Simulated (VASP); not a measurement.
# Cd7BiTe8 (a cell with a defect) in VASP: single point with PBE

Aim: the single point of Cd7BiTe8 (a cell with a defect) with PBE.

Program: VASP 6.6.1. These are calculated values, not measurements. Logs are shortened: lines on timing, memory, paths and dates and some standing lists are left out, and cuts for length are marked.

### 1 The cell of the first run

The cell holds a defect, 16 atoms: a = 9.358 Å, b = 9.358 Å, c = 9.358 Å, α = 60.00°, β = 60.00°, γ = 60.00°.

### 2 Single point, PBE

INCAR

```
PREC     = Accurate       # precision mode
ENCUT    = 400            # plane-wave cutoff, eV
EDIFF    = 1E-6           # SCF threshold, eV
ISMEAR   = 0              # smearing method
SIGMA    = 0.01           # smearing width, eV
LREAL    = F              # projectors in reciprocal space
LASPH    = T              # aspherical terms in the spheres
NELM     = 120            # most SCF steps
ALGO     = Normal         # electronic algorithm
ISIF     = 2              # what is computed and relaxed
LWAVE    = F              # write WAVECAR
LCHARG   = F              # write CHGCAR
GGA      = PE             # functional
NBANDS   = 88             # bands
NELECT   = 148.0        
GGA_COMPAT= F
```

KPOINTS

```
regular mesh
0
Gamma
  3 3 3
```

POSCAR

```
Cd7BiTe8
1.0
    0.0000000000      6.6173732368     -6.6173732368
    6.6173732368      6.6173732368      0.0000000000
    6.6173732368      0.0000000000     -6.6173732368
Bi Cd Te
1 7 8
Direct
    0.3502436520      0.0458827159      0.5475520713
    0.5356164742      0.4801581538      0.4962415862
    0.0034483530     -0.0169373531      0.4829198258
   -0.0020794614      0.5375100749      0.4837554690
    0.5364440096     -0.0038176763     -0.0177605963
    0.5323533432      0.4848889960     -0.0128617733
    0.0012689653     -0.0162476554      0.0347617136
    0.0041526677      0.4988310777     -0.0008897835
    0.3709023283      0.4124077004      0.3583526871
    0.3757378197      0.8510092866      0.3519402955
    0.9052584861      0.3628709644      0.3716175587
    0.8114962018      0.8997607140      0.3962969534
    0.3883223873      0.3705102251      0.8705849970
    0.3739139556      0.8571213864      0.9127671841
    0.9027521117      0.3636457556      0.8629208130
    0.9061772629      0.8717154075      0.8622654552
```

Potentials or basis: VASP PAW PBE potentials, release 64 (Bi_d, Cd, Te).

The run is started by

```console
> cat potpaw_PBE.64/Bi_d/POTCAR potpaw_PBE.64/Cd/POTCAR potpaw_PBE.64/Te/POTCAR > POTCAR
> mpirun -np 1 vasp_std > vasp.out
```

OUTCAR:

```text
PREC = Accurate
   ENCUT = 400
   EDIFF = 1E-6
   ISMEAR = 0
   LREAL = F
   LASPH = T
   NELM = 120
   ISIF = 2
   GGA = PE
   NELECT = 148.0

 ion  position               nearest neighbor table
   1  0.350  0.046  0.548-  14 3.03   9 3.03  10 3.03  12 3.53
   2  0.536  0.480  0.496-  11 2.82  13 2.87   9 2.87  10 2.87
   3  0.003  0.983  0.483-  12 2.82  10 2.85  16 2.92  11 2.92
   4  0.998  0.538  0.484-  12 2.82   9 2.85  15 2.92  11 2.93
   5  0.536  0.996  0.982-  16 2.83  13 2.87  10 2.87  14 2.87
   6  0.532  0.485  0.987-  15 2.83   9 2.87  13 2.87  14 2.87
[... 8 lines left out ...]
  15  0.903  0.364  0.863-   6 2.83   8 2.85   4 2.92   7 2.93
  16  0.906  0.872  0.862-   5 2.83   8 2.86   3 2.92   7 2.93

  LATTYP: Found a face centered cubic cell.
 ALAT       =    13.2347464736

  Lattice vectors:

 A1 = (   0.0000000000,   6.6173732368,  -6.6173732368)
 A2 = (   6.6173732368,   6.6173732368,   0.0000000000)
 A3 = (   6.6173732368,   0.0000000000,  -6.6173732368)

Analysis of symmetry for initial positions (statically):
=====================================================================
 Subroutine PRICEL returns:
 Original cell was already a primitive cell.

 Routine SETGRP: Setting up the symmetry group for a
 face centered cubic supercell.

 Subroutine GETGRP returns: Found  1 space group operations
 (whereof  1 operations were pure point group operations)
 out of a pool of 48 trial point group operations.

The static configuration has the point symmetry C_1 .

Analysis of symmetry for dynamics (positions and initial velocities):
=====================================================================
 Subroutine PRICEL returns:
 Original cell was already a primitive cell.

 Routine SETGRP: Setting up the symmetry group for a
 face centered cubic supercell.

 Subroutine GETGRP returns: Found  1 space group operations
 (whereof  1 operations were pure point group operations)
 out of a pool of 48 trial point group operations.

The dynamic configuration has the point symmetry C_1 .

 Subroutine INISYM returns: Found  1 space group operations
 (whereof  1 operations are pure point group operations),
 and found     1 'primitive' translations

----------------------------------------------------------------------------------------

                                     Primitive cell

  volume of cell :     579.5446

  direct lattice vectors                    reciprocal lattice vectors
[... 111 lines left out ...]
   ISYM   =      2    0-nonsym 1-usesym 2-fastsym
   POTIM  = 0.5000    time-step for ionic-motion
   TEBEG  =    0.0;   TEEND  =   0.0 temperature during run
   PSTRESS=    0.0 pullay stress
   NELECT =     148.0000    total number of electrons
   NUPDOWN=      -1.0000    fix difference up-down
   EMIN   =  10.00;   EMAX   =-10.00  energy-range for DOS
   EFERMI =   0.00;   METHOD = LEGACY
   ISMEAR =     0;   SIGMA  =   0.01  broadening in eV -4-tet -1-fermi 0-gaus
   EFERMI_NEDOS =   21; number of points for ismear=-14 and -15
   IALGO  =     38    algorithm
   IMIX   =      4    mixing-type and parameters
     AMIX     =   0.40;   BMIX     =  1.00
     AMIX_MAG =   1.60;   BMIX_MAG =  1.00
  volume/ion in A,a.u.               =      36.22       244.44
  Fermi-wavevector in a.u.,A,eV,Ry     =   1.038643  1.962751 14.677693  1.078780
  Thomas-Fermi vector in A             =   2.173137
   LORBIT       =      0    0 simple, 1 ext, 2 COOP (PROOUT), +10 PAW based schemes
   GGA     = PE    functional components
   LHFCALC =     F    Hartree Fock is set to
   AEXX    =    0.0000 exact exchange contribution
   IVDW    =     0    specifies the selected vdW correction
   LEPSILON=     F    determine dielectric tensor
   LRPA    =     F    only Hartree local field effects (RPA)
 non-spin polarized calculation
 Gauss-broadening in eV      SIGMA  =   0.01
  energy-cutoff  :      400.00
  volume of cell :      579.54
 maximum number of plane-waves:     10533
 NGX is ok and might be reduce to    64
   NGX = 31   NGY = 31   NGZ = 31

 number of electron     148.0000016 magnetization

 Free energy of the ion-electron system (eV)
  ---------------------------------------------------
  ext. energy  EPLUGINS =         0.00000000
  ---------------------------------------------------
  free energy    TOTEN  =       -36.14694766 eV

  energy without entropy =      -36.14535238  energy(sigma->0) =      -36.14615002

 E-fermi :   3.8532     XC(G=0):  -8.4755

 val. band max:        3.8530003441   @ k =   0.0000   0.3333   0.0000
 cond. band min:       3.8540626526   @ k =  -0.3333   0.3333   0.0000
 fundamental gap:      0.0010623085
 Fermi energy:         3.8531530232

 k-point     1 :       0.0000    0.0000    0.0000
  band No.  band energies     occupation
      1     -19.6132      2.00000
      2     -19.6122      2.00000
      3     -19.3790      2.00000
      4     -19.3769      2.00000
      5     -19.3153      2.00000
      6      -9.0346      2.00000
[... 1235 lines left out ...]
     85       6.2918      0.00000
     86       6.2987      0.00000
 [bands above 86 left out]

------------------------ aborting loop because EDIFF is reached ----------------------------------------

  FORCE on cell =-STRESS in cart. coord.  units (eV):
  Direction    XX          YY          ZZ          XY          YZ          ZX
  --------------------------------------------------------------------------------------
  -------------------------------------------------------------------------------------
  Total       10.6008733     10.7182457     10.6771368     -0.1404819     -0.1975943     -0.0229235
  in kB       29.3065933     29.6310748     29.5174272     -0.3883686     -0.5462584     -0.0633730
  external PRESSURE =      29.4850317 kB  Pullay stress =       0.0000000 kB

 VOLUME and BASIS-vectors are now :
 -----------------------------------------------------------------------------
  energy-cutoff  :      400.00
  volume of cell :      579.54
      direct lattice vectors                 reciprocal lattice vectors
     0.000000000  6.617373237 -6.617373237    -0.075558682  0.075558682 -0.075558682
     6.617373237  6.617373237  0.000000000     0.075558682  0.075558682  0.075558682
     6.617373237  0.000000000 -6.617373237     0.075558682 -0.075558682 -0.075558682

 POSITION                                       TOTAL-FORCE (eV/Angst)
 -----------------------------------------------------------------------------------
      3.92698      2.62132     -5.94105        -0.002164      0.001752     -0.002392
      6.46120      6.72176     -6.82819         0.004420     -0.000354     -0.006873
      9.70095      6.52811     -3.21848         0.006903      0.004010     -0.001322
      6.75810     10.16052     -9.80480        -0.005646     -0.012244     -0.001724
     13.09195     10.14196    -10.04969         0.003719      0.007864      0.002869
      9.74095      6.73147    -10.05504        -0.005705     -0.000696      0.000737
[... 8 lines left out ...]
      8.11665      8.38023    -11.68412        -0.015943      0.007014     -0.003709
     11.47440     11.76498    -11.70245        -0.008796      0.020409     -0.003545
 -----------------------------------------------------------------------------------
    total drift:                               -0.000590      0.002059     -0.000141

  FREE ENERGIE OF THE ION-ELECTRON SYSTEM (eV)
  ---------------------------------------------------
  free  energy   TOTEN  =       -36.1469476585 eV

  energy  without entropy=      -36.1453523795  energy(sigma->0) =      -36.14615002
```

stdout:

```text
POSCAR found type information on POSCAR BiCdTe
 POSCAR found :  3 types and      16 ions
 scaLAPACK will be used
 LDA part: xc-table for (Slater+PW92), standard interpolation
 POSCAR, INCAR and KPOINTS ok, starting setup
 FFT: planning ... GRIDC
 FFT: planning ... GRID_SOFT
 FFT: planning ... GRID
 WAVECAR not read
 entering main loop
 the old and the new charge density differ
 old charge density:   147.00000 new  148.00000
    0.152E+01
```

It took 11 min on 1 thread of Intel Xeon Platinum 8375C at 2.90GHz (Ice Lake), shared host; peak memory 0.81 GiB.

Results:

```yaml
Free_energy: -36.1469 eV
Largest_force: 0.040 eV/Å
```

Forces in eV/Å, atoms in the order of the input:
```
Bi  -0.002  0.002 -0.002
Cd   0.004  0.000 -0.007
Cd   0.007  0.004 -0.001
Cd  -0.006 -0.012 -0.002
Cd   0.004  0.008  0.003
Cd  -0.006 -0.001  0.001
Cd  -0.005  0.005  0.010
Cd  -0.004 -0.001  0.003
Te  -0.009 -0.019 -0.003
Te   0.030  0.007 -0.009
Te  -0.005  0.005 -0.024
Te   0.025 -0.024  0.020
Te   0.005 -0.002  0.002
Te  -0.014  0.001  0.018
Te  -0.016  0.007 -0.004
Te  -0.009  0.020 -0.004
```

Caveat: the cell carries a net charge on a neutralising background, which shifts energy and pressure; the cell is charged against a uniform background, so pressure and absolute levels hang on convention; spin-orbit coupling is left out, which moves the levels of the heavy elements.
